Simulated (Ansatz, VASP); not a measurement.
CdHgS2: VASP beside Ansatz

INCAR

```
ALGO = Normal
EDIFF = 1E-6
ENCUT = 630
GGA = PE
GGA_COMPAT = F
ISIF = 2
ISMEAR = 0
LASPH = T
LCHARG = F
LREAL = F
LWAVE = F
NBANDS = 34
NELM = 120
PREC = Accurate
SIGMA = 0.01
```

The input KPOINTS:

```
k-points
0
Gamma
  6 6 4
```

File POSCAR:

```
CdHgS2
1.0
    4.1324696302      0.0000000000      0.0000000000
    0.0000000000      4.1324696302      0.0000000000
    0.0000000000      0.0000000000      5.8204839343
Cd S Hg
1 2 1
Direct
    0.0000000000      0.0000000000      0.0000000000
    0.0000000000      0.5000000000      0.2462934548
    0.5000000000      0.0000000000      0.7537065452
    0.5000000000      0.5000000000      0.5000000000
```

Input for Ansatz:

```yaml
crystal:
  lattice:
    - [4.1324696302, 0.0, 0.0]
    - [0.0, 4.1324696302, 0.0]
    - [0.0, 0.0, 5.8204839343]
  atoms:
    - { symbol: Cd, position: [0.0, 0.0, 0.0] }
    - { symbol: S, position: [0.0, 0.5, 0.2462934548] }
    - { symbol: Hg, position: [0.5, 0.5, 0.5] }
    - { symbol: S, position: [0.5, 0.0, 0.7537065452] }
kpoints:
  mp_grid: { grid: [6, 6, 4] }
hamiltonian:
  xc: pbe
scf:
  occupations: { method: fixed }
  n_extra_bands: 5
output:
  forces: true
  stress: true
  eigenvalues: true
```

Alike in both runs: task single point; functional PBE; k mesh 6 × 6 × 4; no spin polarisation.

|  | VASP | Ansatz |
| --- | --- | --- |
| version | VASP 6.6.1 | Ansatz 0.2.0 |
| potentials or method | VASP PAW PBE potentials, release 64 (Cd_sv_GW, S, Hg_sv_GW) | plane waves, PAW |
| plane-wave cutoff (eV) | 630 | 420 |
| occupations | gaussian, width 0.01 eV | fixed |
| valence electrons in the cell | 52 | 52 |

Ansatz gave:

| Property | Result |
| --- | --- |
| gap on the k mesh at the Fermi level (eV) | 0.32 |
| pressure (GPa) | 3.7 |

Task: What did VASP give for the same quantities?

Result: gap on the k mesh at the Fermi level (eV): 0.32; pressure (GPa): 3.6.

Neither program's run includes spin-orbit coupling.
